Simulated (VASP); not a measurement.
# NaH in VASP: settings compared, part 3 of 3

VASP 6.6.1. The steps go on from the part before.

## Step 5: Single point, PBEsol (volume scaled by 0.94)

Input file INCAR:

```
SYSTEM = NaH
PREC = Accurate
ENCUT = 520
EDIFF = 1E-6
ISMEAR = -1
SIGMA = 0.05
LREAL = .FALSE.
LASPH = .TRUE.
NELM = 80
ALGO = Normal
ISIF = 2
LWAVE = .FALSE.
LCHARG = .TRUE.
GGA = PS
LELF = .TRUE.
LVHAR = .TRUE.
NBANDS = 11
```

Input file KPOINTS:

```
regular mesh
0
G
  9 9 9
  0 0 0
```

Input file POSCAR:

```
NaH
1.0
    0.0000000000      2.3901901053      2.3901901053
    2.3901901053      0.0000000000      2.3901901053
    2.3901901053      2.3901901053      0.0000000000
Na H
1 1
Direct
    0.0000000000      0.0000000000      0.0000000000
    0.5000000000      0.5000000000      0.5000000000
```

Potentials or basis: VASP PAW PBE potentials, release 64 (Na_pv, H).

Started as:

```console
$ cat potpaw_PBE.64/Na_pv/POTCAR potpaw_PBE.64/H/POTCAR > POTCAR
$ mpirun -np 1 vasp_std > vasp.out
```

OUTCAR:

```text
SYSTEM = NaH
   PREC = Accurate
   ENCUT = 520
   EDIFF = 1E-6
   ISMEAR = -1
   LREAL = .FALSE.
   LASPH = .TRUE.
   NELM = 80
   ISIF = 2
   GGA = PS

 ion  position               nearest neighbor table
   1  0.000  0.000  0.000-
   2  0.500  0.500  0.500-

  LATTYP: Found a face centered cubic cell.
 ALAT       =     4.7803802106

  Lattice vectors:

 A1 = (   0.0000000000,   2.3901901053,   2.3901901053)
 A2 = (   2.3901901053,   0.0000000000,   2.3901901053)
 A3 = (   2.3901901053,   2.3901901053,   0.0000000000)

Analysis of symmetry for initial positions (statically):
=====================================================================
 Subroutine PRICEL returns:
 Original cell was already a primitive cell.

 Routine SETGRP: Setting up the symmetry group for a
 face centered cubic supercell.

 Subroutine GETGRP returns: Found 48 space group operations
 (whereof 48 operations were pure point group operations)
 out of a pool of 48 trial point group operations.

The static configuration has the point symmetry O_h .

Analysis of symmetry for dynamics (positions and initial velocities):
=====================================================================
 Subroutine PRICEL returns:
 Original cell was already a primitive cell.

 Routine SETGRP: Setting up the symmetry group for a
 face centered cubic supercell.

 Subroutine GETGRP returns: Found 48 space group operations
 (whereof 48 operations were pure point group operations)
 out of a pool of 48 trial point group operations.

The dynamic configuration has the point symmetry O_h .

 Subroutine INISYM returns: Found 48 space group operations
 (whereof 48 operations are pure point group operations),
 and found     1 'primitive' translations

----------------------------------------------------------------------------------------

                                     Primitive cell

  volume of cell :      27.3104

  direct lattice vectors                    reciprocal lattice vectors
     0.000000000  2.390190105  2.390190105    -0.209188382  0.209188382  0.209188382
     2.390190105  0.000000000  2.390190105     0.209188382 -0.209188382  0.209188382
     2.390190105  2.390190105  0.000000000     0.209188382  0.209188382 -0.209188382

  length of vectors
     3.380239264  3.380239264  3.380239264     0.362324905  0.362324905  0.362324905

  position of ions in fractional coordinates (direct lattice)
     0.000000000  0.000000000  0.000000000
     0.500000000  0.500000000  0.500000000

  ion indices of the primitive-cell ions
   primitive index   ion index
                 1           1
                 2           2

----------------------------------------------------------------------------------------

 KPOINTS: regular mesh

Automatic generation of k-mesh.
 Grid dimensions read from file:
 generate k-points for:    9    9    9

 Generating k-lattice:

  Cartesian coordinates                     Fractional coordinates (reciprocal lattice)
    -0.023243154  0.023243154  0.023243154     0.111111111  0.000000000  0.000000000
     0.023243154 -0.023243154  0.023243154     0.000000000  0.111111111  0.000000000
     0.023243154  0.023243154 -0.023243154     0.000000000  0.000000000  0.111111111

  Length of vectors
     0.040258323  0.040258323  0.040258323

  Shift w.r.t. Gamma in fractional coordinates (k-lattice)
     0.000000000  0.000000000  0.000000000

 Subroutine IBZKPT returns following result:
 ===========================================

 Found     35 irreducible k-points:

 Following reciprocal coordinates:
            Coordinates               Weight
  0.000000  0.000000  0.000000      1.000000
  0.111111  0.000000  0.000000      8.000000
  0.222222  0.000000  0.000000      8.000000
  0.333333  0.000000  0.000000      8.000000
  0.444444  0.000000  0.000000      8.000000
  0.111111  0.111111  0.000000      6.000000
[... 16 lines left out ...]
 -0.333333  0.333333  0.000000     12.000000
  0.444444  0.444444  0.000000      6.000000
 [... further k-points ...]
   k-points           NKPTS =     35   k-points in BZ     NKDIM =     35   number of bands    NBANDS=     11
   number of dos      NEDOS =    301   number of ions     NIONS =      2
   total plane-waves  NPLWV =  21952
   dimension x,y,z NGX =    28 NGY =   28 NGZ =   28
   dimension x,y,z NGXF=    56 NGYF=   56 NGZF=   56
   ions per type =               1   1
   NGX,Y,Z   is equivalent  to a cutoff of  13.77, 13.77, 13.77 a.u.
   NGXF,Y,Z  is equivalent  to a cutoff of  27.54, 27.54, 27.54 a.u.
 SYSTEM =  NaH
   PREC   = accura    normal or accurate (medium, high low for compatibility)
   ISTART =      0    job   : 0-new  1-cont  2-samecut
   ICHARG =      2    charge: 1-file 2-atom 10-const
   ISPIN  =      1    spin polarized calculation?
   LNONCOLLINEAR =      F non collinear calculations
   LSORBIT =      F    spin-orbit coupling
   LASPH  =      T    aspherical Exc in radial PAW
   ENCUT  =  520.0 eV  38.22 Ry    6.18 a.u.   6.29  6.29  6.29*2*pi/ulx,y,z
   NELM   =     80;   NELMIN=  2; NELMDL= -5     # of ELM steps
   EDIFF  = 0.1E-05   stopping-criterion for ELM
   LREAL  =      F    real-space projection
   EDIFFG = 0.1E-04   stopping-criterion for IOM
   NSW    =      0    number of steps for IOM
   IBRION =     -1    ionic relax: 0-MD 1-quasi-New 2-CG
   NFREE  =      0    steps in history (QN), initial steepest desc. (CG)
   ISIF   =      2    stress and relaxation
   ISYM   =      2    0-nonsym 1-usesym 2-fastsym
   POTIM  = 0.5000    time-step for ionic-motion
   TEBEG  =    0.0;   TEEND  =   0.0 temperature during run
   PSTRESS=    0.0 pullay stress
   NELECT =       8.0000    total number of electrons
   NUPDOWN=      -1.0000    fix difference up-down
   EMIN   =  10.00;   EMAX   =-10.00  energy-range for DOS
   EFERMI =   0.00;   METHOD = LEGACY
   ISMEAR =    -1;   SIGMA  =   0.05  broadening in eV -4-tet -1-fermi 0-gaus
   EFERMI_NEDOS =   21; number of points for ismear=-14 and -15
   IALGO  =     38    algorithm
   IMIX   =      4    mixing-type and parameters
     AMIX     =   0.40;   BMIX     =  1.00
     AMIX_MAG =   1.60;   BMIX_MAG =  1.00
  volume/ion in A,a.u.               =      13.66        92.15
  Fermi-wavevector in a.u.,A,eV,Ry     =   1.087249  2.054603 16.083591  1.182111
  Thomas-Fermi vector in A             =   2.223404
   LORBIT       =      0    0 simple, 1 ext, 2 COOP (PROOUT), +10 PAW based schemes
   GGA     = PS    functional components
   LHFCALC =     F    Hartree Fock is set to
   AEXX    =    0.0000 exact exchange contribution
   IVDW    =     0    specifies the selected vdW correction
   LEPSILON=     F    determine dielectric tensor
   LRPA    =     F    only Hartree local field effects (RPA)
 non-spin polarized calculation
  energy-cutoff  :      520.00
  volume of cell :       27.31
 maximum number of plane-waves:       751
 NGX is ok and might be reduce to    28

 number of electron       7.9999992 magnetization

 Free energy of the ion-electron system (eV)
  ---------------------------------------------------
  ext. energy  EPLUGINS =         0.00000000
  ---------------------------------------------------
  free energy    TOTEN  =        -5.08572898 eV

  energy without entropy =       -5.08572898  energy(sigma->0) =       -5.08572898

 E-fermi :   0.0417     XC(G=0):  -8.0019

 val. band max:       -1.0581322072   @ k =  -0.3333   0.4444   0.1111
 cond. band min:       2.8716769067   @ k =  -0.4444   0.1111   0.0000
 fundamental gap:      3.9298091140
 Fermi energy:         0.0416708719

 k-point     1 :       0.0000    0.0000    0.0000
  band No.  band energies     occupation
      1     -22.9329      2.00000
      2     -22.9329      2.00000
      3     -22.9329      2.00000
      4      -4.8068      2.00000
      5       9.7142      0.00000
      6      14.6501      0.00000
      7      14.6501      0.00000
      8      14.6501      0.00000
      9      15.6790      0.00000
     10      15.6790      0.00000
     11      15.6790      0.00000
[... 309 lines left out ...]
 k-point    24 :       0.4444    0.4444    0.0000
  band No.  band energies     occupation
      1     -23.0264      2.00000
      2     -22.9681      2.00000
      3     -22.9681      2.00000
      4      -1.3773      2.00000
      5       3.7207      0.00000
      6       8.9841      0.00000
      7       9.7733      0.00000
      8       9.7733      0.00000
      9      11.2066      0.00000
     10      22.7885      0.00000
     11      24.5130      0.00000

 [... further k-points ...]

------------------------ aborting loop because EDIFF is reached ----------------------------------------

  FORCE on cell =-STRESS in cart. coord.  units (eV):
  Direction    XX          YY          ZZ          XY          YZ          ZX
  --------------------------------------------------------------------------------------
  -------------------------------------------------------------------------------------
  Total        0.0256081      0.0256081      0.0256081      0.0000000      0.0000000      0.0000000
  in kB        1.5023141      1.5023141      1.5023141      0.0000000      0.0000000      0.0000000
  external PRESSURE =       1.5023141 kB  Pullay stress =       0.0000000 kB

 VOLUME and BASIS-vectors are now :
 -----------------------------------------------------------------------------
  energy-cutoff  :      520.00
  volume of cell :       27.31
      direct lattice vectors                 reciprocal lattice vectors
     0.000000000  2.390190105  2.390190105    -0.209188382  0.209188382  0.209188382
     2.390190105  0.000000000  2.390190105     0.209188382 -0.209188382  0.209188382
     2.390190105  2.390190105  0.000000000     0.209188382  0.209188382 -0.209188382

 POSITION                                       TOTAL-FORCE (eV/Angst)
 -----------------------------------------------------------------------------------
      0.00000      0.00000      0.00000         0.000000      0.000000      0.000000
      2.39019      2.39019      2.39019         0.000000      0.000000     -0.000000
 -----------------------------------------------------------------------------------
    total drift:                               -0.000000     -0.000000     -0.000000

  FREE ENERGIE OF THE ION-ELECTRON SYSTEM (eV)
  ---------------------------------------------------
  free  energy   TOTEN  =        -5.0857289844 eV

  energy  without entropy=       -5.0857289844  energy(sigma->0) =       -5.08572898
```

It took 17 s on 1 thread of Intel Xeon 8259CL, shared host; peak memory 0.15 GiB.

What came out:

| Quantity | Value |
| --- | --- |
| Free energy | -5.0857 eV |
| Pressure | 0.2 GPa |
| Band gap on the k mesh | 3.93 eV, indirect (least direct gap 4.68 eV) |

Caveat: the PAW data sets were made with another functional, which shifts forces and pressure a little. A k mesh can miss the band edges.

## Step 6: The runs side by side

| level | cell | k mesh | cutoff (eV) | smearing | gap on the mesh (eV) | pressure (GPa) | largest force (eV/Å) |
| --- | --- | --- | --- | --- | --- | --- | --- |
| PBE | a = 3.451 Å, angles 60.0°, 2 atoms | 11 × 11 × 11 | 520 | methfessel-paxton 0.05 eV | 3.91 | -0.7 | 0.03 |
| PBE | a = 3.451 Å, angles 60.0°, 2 atoms | 13 × 13 × 13 | 520 | gaussian 0.05 eV | 3.86 | -0.7 | 0.03 |
| r2SCAN | a = 3.451 Å, angles 60.0°, 2 atoms | 9 × 9 × 9 | 550 | fermi-dirac 0.05 eV | 4.61 | -1.3 | - |
| PBEsol | a = 3.380 Å, angles 60.0°, 2 atoms | 9 × 9 × 9 | 520 | fermi-dirac 0.05 eV | 3.93 | 0.2 | - |

Some of these runs hold the atoms at other places in the same cell, which the table doesn't show; runs alike in all that it shows share one row.

Alike in all rows: task single point; potentials or basis VASP PAW PBE potentials, release 64 (Na_pv, H); no spin polarisation.

On the cell as given the gap runs from 3.86 eV (PBE) to 4.61 eV (r2SCAN); the meshes differ, which moves gaps too. The pressure there spans -1.3 GPa (r2SCAN) to -0.7 GPa (PBE); a positive pressure means that this level wants a larger cell, a negative one a smaller.

Caveats: the PAW data sets were made with another functional, which shifts forces and pressure a little (some runs).

Total energies depend on the potentials used, so only differences within one code and one set of settings carry meaning.
